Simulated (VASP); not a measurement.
# Sb (I4/mmm) in VASP: a series of runs

Sb is run at these levels: PBE; tasks: single point.

Everything below comes from runs of VASP 6.6.1. Logs are shortened: lines on timing, memory, paths and dates and some standing lists are left out, and cuts for length are marked.

## (1) The cell of the first run

The structure is tetragonal, space group I4/mmm (No. 139). The conventional cell has a = 3.000 Å, b = 3.000 Å, c = 4.943 Å, α = 90.00°, β = 90.00°, γ = 90.00°. Within 3.9 Å of Sb (site symmetry 4/mmm) lie 12 Sb at 3.00 to 3.26 Å.

## (2) Single point, PBE (volume scaled by 0.99)

The input, INCAR:

```
SYSTEM = Sb
  ALGO = Normal
  EDIFF = 1E-7
  ENCUT = 520
  GGA = PE
  ISIF = 2
  ISMEAR = -1
  LASPH = .True.
  LCHARG = .False.
  LREAL = .False.
  LWAVE = .False.
  NBANDS = 8
  NELM = 100
  PREC = Accurate
  SIGMA = 0.05
```

The input, KPOINTS:

```
k-points
0
Gamma
  19 19 19
  0 0 0
```

The input, POSCAR:

```
Sb
1.0
   -1.4999665176      1.4999665176      2.4717056237
    1.4999665176     -1.4999665176      2.4717056237
    1.4999665176      1.4999665176     -2.4717056237
Sb
1
Direct
    0.0000000000      0.0000000000      0.0000000000
```

Potentials or basis: VASP PAW PBE potentials, release 64 (Sb).

Started as:

```sh
$ cat potpaw_PBE.64/Sb/POTCAR > POTCAR
$ mpirun -np 1 vasp_std > vasp.out
```

OUTCAR:

```text
SYSTEM = Sb
   EDIFF = 1E-7
   ENCUT = 520
   GGA = PE
   ISIF = 2
   ISMEAR = -1
   LASPH = .True.
   LREAL = .False.
   NELM = 100
   PREC = Accurate

 ion  position               nearest neighbor table
   1  0.000  0.000  0.000-

  LATTYP: Found a body centered tetragonal cell.
 ALAT       =     2.9999330352
 C/A-ratio  =     1.6478405316

  Lattice vectors:

 A1 = (  -1.4999665176,   1.4999665176,   2.4717056237)
 A2 = (   1.4999665176,  -1.4999665176,   2.4717056237)
 A3 = (   1.4999665176,   1.4999665176,  -2.4717056237)

Analysis of symmetry for initial positions (statically):
=====================================================================
 Subroutine PRICEL returns:
 Original cell was already a primitive cell.

 Routine SETGRP: Setting up the symmetry group for a
 body centered tetragonal supercell.

 Subroutine GETGRP returns: Found 16 space group operations
 (whereof 16 operations were pure point group operations)
 out of a pool of 16 trial point group operations.

The static configuration has the point symmetry D_4h.

Analysis of symmetry for dynamics (positions and initial velocities):
=====================================================================
 Subroutine PRICEL returns:
 Original cell was already a primitive cell.

 Routine SETGRP: Setting up the symmetry group for a
 body centered tetragonal supercell.

 Subroutine GETGRP returns: Found 16 space group operations
 (whereof 16 operations were pure point group operations)
 out of a pool of 16 trial point group operations.

The dynamic configuration has the point symmetry D_4h.

 Subroutine INISYM returns: Found 16 space group operations
 (whereof 16 operations are pure point group operations),
 and found     1 'primitive' translations

----------------------------------------------------------------------------------------

                                     Primitive cell

  volume of cell :      22.2444

  direct lattice vectors                    reciprocal lattice vectors
    -1.499966518  1.499966518  2.471705624     0.000000000  0.333340774  0.202289462
     1.499966518 -1.499966518  2.471705624     0.333340774  0.000000000  0.202289462
     1.499966518  1.499966518 -2.471705624     0.333340774  0.333340774  0.000000000

  length of vectors
     3.257165608  3.257165608  3.257165608     0.389919348  0.389919348  0.471415044

  position of ions in fractional coordinates (direct lattice)
     0.000000000  0.000000000  0.000000000

  ion indices of the primitive-cell ions
   primitive index   ion index
                 1           1

----------------------------------------------------------------------------------------

 KPOINTS: k-points

Automatic generation of k-mesh.
 Grid dimensions read from file:
 generate k-points for:   19   19   19

 Generating k-lattice:

  Cartesian coordinates                     Fractional coordinates (reciprocal lattice)
     0.000000000  0.017544251  0.010646814     0.052631579  0.000000000  0.000000000
     0.017544251  0.000000000  0.010646814     0.000000000  0.052631579  0.000000000
     0.017544251  0.017544251  0.000000000     0.000000000  0.000000000  0.052631579

  Length of vectors
     0.020522071  0.020522071  0.024811318

  Shift w.r.t. Gamma in fractional coordinates (k-lattice)
     0.000000000  0.000000000  0.000000000

 Subroutine IBZKPT returns following result:
 ===========================================

 Found    550 irreducible k-points:

 Following reciprocal coordinates:
            Coordinates               Weight
  0.000000  0.000000  0.000000      1.000000
  0.052632  0.000000 -0.000000      8.000000
  0.105263  0.000000 -0.000000      8.000000
  0.157895 -0.000000  0.000000      8.000000
  0.210526 -0.000000  0.000000      8.000000
  0.263158  0.000000 -0.000000      8.000000
[... 16 lines left out ...]
 -0.315789  0.052632 -0.000000     16.000000
 -0.263158  0.052632  0.000000     16.000000
 [... further k-points ...]
   k-points           NKPTS =    550   k-points in BZ     NKDIM =    550   number of bands    NBANDS=      8
   number of dos      NEDOS =    301   number of ions     NIONS =      1
   total plane-waves  NPLWV =  13824
   dimension x,y,z NGX =    24 NGY =   24 NGZ =   24
   dimension x,y,z NGXF=    48 NGYF=   48 NGZF=   48
   ions per type =               1
   NGX,Y,Z   is equivalent  to a cutoff of  12.25, 12.25, 12.25 a.u.
   NGXF,Y,Z  is equivalent  to a cutoff of  24.50, 24.50, 24.50 a.u.
 SYSTEM =  Sb
   PREC   = accura    normal or accurate (medium, high low for compatibility)
   ISTART =      0    job   : 0-new  1-cont  2-samecut
   ICHARG =      2    charge: 1-file 2-atom 10-const
   ISPIN  =      1    spin polarized calculation?
   LNONCOLLINEAR =      F non collinear calculations
   LSORBIT =      F    spin-orbit coupling
   LASPH  =      T    aspherical Exc in radial PAW
   ENCUT  =  520.0 eV  38.22 Ry    6.18 a.u.   6.06  6.06  6.06*2*pi/ulx,y,z
   NELM   =    100;   NELMIN=  2; NELMDL= -5     # of ELM steps
   EDIFF  = 0.1E-06   stopping-criterion for ELM
   LREAL  =      F    real-space projection
   EDIFFG = 0.1E-05   stopping-criterion for IOM
   NSW    =      0    number of steps for IOM
   IBRION =     -1    ionic relax: 0-MD 1-quasi-New 2-CG
   NFREE  =      0    steps in history (QN), initial steepest desc. (CG)
   ISIF   =      2    stress and relaxation
   ISYM   =      2    0-nonsym 1-usesym 2-fastsym
   POTIM  = 0.5000    time-step for ionic-motion
   TEBEG  =    0.0;   TEEND  =   0.0 temperature during run
   PSTRESS=    0.0 pullay stress
   NELECT =       5.0000    total number of electrons
   NUPDOWN=      -1.0000    fix difference up-down
   EMIN   =  10.00;   EMAX   =-10.00  energy-range for DOS
   EFERMI =   0.00;   METHOD = LEGACY
   ISMEAR =    -1;   SIGMA  =   0.05  broadening in eV -4-tet -1-fermi 0-gaus
   EFERMI_NEDOS =   21; number of points for ismear=-14 and -15
   IALGO  =     38    algorithm
   IMIX   =      4    mixing-type and parameters
     AMIX     =   0.40;   BMIX     =  1.00
     AMIX_MAG =   1.60;   BMIX_MAG =  1.00
  volume/ion in A,a.u.               =      22.24       150.11
  Fermi-wavevector in a.u.,A,eV,Ry     =   0.995386  1.881007 13.480562  0.990793
  Thomas-Fermi vector in A             =   2.127403
   LORBIT       =      0    0 simple, 1 ext, 2 COOP (PROOUT), +10 PAW based schemes
   GGA     = PE    functional components
   LHFCALC =     F    Hartree Fock is set to
   AEXX    =    0.0000 exact exchange contribution
   IVDW    =     0    specifies the selected vdW correction
   LEPSILON=     F    determine dielectric tensor
   LRPA    =     F    only Hartree local field effects (RPA)
 non-spin polarized calculation
  energy-cutoff  :      520.00
  volume of cell :       22.24
 maximum number of plane-waves:       630
   NGX = 13   NGY = 13   NGZ = 13

 number of electron       5.0000000 magnetization

 Free energy of the ion-electron system (eV)
  ---------------------------------------------------
  ext. energy  EPLUGINS =         0.00000000
  ---------------------------------------------------
  free energy    TOTEN  =        -3.55956658 eV

  energy without entropy =       -3.55530580  energy(sigma->0) =       -3.55743619

 E-fermi :  11.3058     XC(G=0): -11.0853

 val. band max:       11.3044202828   @ k =   0.4211   0.4211   0.0526
 cond. band min:      11.3156931181   @ k =  -0.3684  -0.3684   0.2105
 fundamental gap:      0.0112728353
 Fermi energy:        11.3057864629

 k-point     1 :       0.0000    0.0000    0.0000
  band No.  band energies     occupation
      1      -3.3578      2.00000
      2      17.8586      0.00000
      3      18.1147      0.00000
      4      18.1147      0.00000
      5      21.3961      0.00000
      6      21.6858      0.00000
      7      22.4294      0.00000
      8      22.4294      0.00000

 k-point     2 :       0.0526    0.0000   -0.0000
  band No.  band energies     occupation
      1      -3.2918      2.00000
      2      17.3046      0.00000
      3      17.7285      0.00000
      4      18.0735      0.00000
      5      21.0169      0.00000
      6      21.7567      0.00000
      7      22.5573      0.00000
      8      22.7007      0.00000

 k-point     3 :       0.1053    0.0000   -0.0000
  band No.  band energies     occupation
      1      -3.0940      2.00000
      2      15.7026      0.00000
      3      17.2131      0.00000
      4      17.9680      0.00000
      5      20.5524      0.00000
      6      21.6329      0.00000
      7      22.8952      0.00000
      8      22.9175      0.00000

 k-point     4 :       0.1579   -0.0000    0.0000
  band No.  band energies     occupation
      1      -2.7645      2.00000
      2      13.8343      0.00000
      3      16.5835      0.00000
      4      17.8370      0.00000
      5      20.1276      0.00000
      6      21.2666      0.00000
      7      23.4468      0.00000
      8      23.6544      0.00000

 k-point     5 :       0.2105   -0.0000    0.0000
  band No.  band energies     occupation
      1      -2.3041      2.00000
      2      11.9370      0.00001
      3      15.9410      0.00000
      4      17.7153      0.00000
      5      19.6930      0.00000
      6      21.0382      0.00000
      7      23.9900      0.00000
      8      24.5658      0.00000
[... 177 lines left out ...]
 k-point    22 :      -0.3684    0.0526    0.0000
  band No.  band energies     occupation
      1      -0.3468      2.00000
      2       7.2121      2.00000
      3      14.2854      0.00000
      4      17.2472      0.00000
      5      18.9943      0.00000
      6      21.0602      0.00000
      7      22.6748      0.00000
      8      24.2440      0.00000

 k-point    23 :      -0.3158    0.0526   -0.0000
  band No.  band energies     occupation
      1      -1.1428      2.00000
      2       8.8569      2.00000
      3      14.6784      0.00000
      4      17.3308      0.00000
      5      19.2941      0.00000
      6      21.4144      0.00000
      7      22.7670      0.00000
      8      24.5067      0.00000

 k-point    24 :      -0.2632    0.0526    0.0000
  band No.  band energies     occupation
      1      -1.8236      2.00000
      2      10.6241      2.00000
      3      15.1758      0.00000
      4      17.4335      0.00000
      5      19.6395      0.00000
      6      21.6324      0.00000
      7      23.1780      0.00000
      8      23.8431      0.00000

 [... further k-points ...]
[... 5 lines left out ...]
  --------------------------------------------------------------------------------------
  -------------------------------------------------------------------------------------
  Total        2.9833587      2.9833587      2.6279056      0.0000000      0.0000000      0.0000000
  in kB      214.8800962    214.8800962    189.2781502      0.0000000      0.0000000      0.0000000
  external PRESSURE =     206.3461142 kB  Pullay stress =       0.0000000 kB

 VOLUME and BASIS-vectors are now :
 -----------------------------------------------------------------------------
  energy-cutoff  :      520.00
  volume of cell :       22.24
      direct lattice vectors                 reciprocal lattice vectors
    -1.499966518  1.499966518  2.471705624     0.000000000  0.333340774  0.202289462
     1.499966518 -1.499966518  2.471705624     0.333340774  0.000000000  0.202289462
     1.499966518  1.499966518 -2.471705624     0.333340774  0.333340774  0.000000000

 POSITION                                       TOTAL-FORCE (eV/Angst)
 -----------------------------------------------------------------------------------
      0.00000      0.00000      0.00000        -0.000000     -0.000000     -0.000000
 -----------------------------------------------------------------------------------
    total drift:                                0.000000     -0.000000      0.000000

  FREE ENERGIE OF THE ION-ELECTRON SYSTEM (eV)
  ---------------------------------------------------
  free  energy   TOTEN  =        -3.5595665798 eV

  energy  without entropy=       -3.5553057990  energy(sigma->0) =       -3.55743619
```

Wall time 29 s (1 thread of Intel Xeon 6975P-C (Granite Rapids), shared host); peak memory 0.21 GiB.

Results:

```
Free energy : -3.5596 eV
Pressure    : 20.6 GPa
```

Caveat: spin-orbit coupling is left out, which moves the levels of the heavy elements.

## (3) Single point, PBE (volume scaled by 1.02)

The input, INCAR:

```
  PREC = Accurate
  ENCUT = 520
  EDIFF = 1E-6
  ISMEAR = -1
  SIGMA = 0.05
  LREAL = False
  LASPH = True
  NELM = 60
  ALGO = Normal
  ISIF = 2
  LWAVE = False
  LCHARG = True
  GGA = PE
  LELF = True
  LVHAR = True
  NBANDS = 8
```

The input, KPOINTS:

```
regular mesh
0
Gamma
  19 19 19
```

The input, POSCAR:

```
Sb
1.0
   -1.5149671779      1.5149671779      2.4964243197
    1.5149671779     -1.5149671779      2.4964243197
    1.5149671779      1.5149671779     -2.4964243197
Sb
1
Direct
    0.0000000000      0.0000000000      0.0000000000
```

Potentials or basis: VASP PAW PBE potentials, release 64 (Sb).

Started as:

```sh
$ cat potpaw_PBE.64/Sb/POTCAR > POTCAR
$ mpirun -np 1 vasp_std > vasp.out
```

Run time: 25 s. Hardware: 1 thread of Intel Xeon 6975P-C (Granite Rapids), shared host; peak memory 0.21 GiB.

The run converged. Its results:

| Quantity | Value |
| --- | --- |
| Free energy | -3.6376 eV |
| Pressure | 16.6 GPa |

Stress tensor (GPa, compression positive):
```
17.21  0.00  0.00
 0.00 17.21  0.00
 0.00  0.00 15.29
```

Levels at points of the mesh, in eV from the Fermi level:
```csv
k point,band 1,band 2,band 3,band 4,band 5
"(0.00, 0.00, 0.00)",-14.38,6.28,6.57,6.57,9.98
```

Caveat: spin-orbit coupling is left out, which moves the levels of the heavy elements.
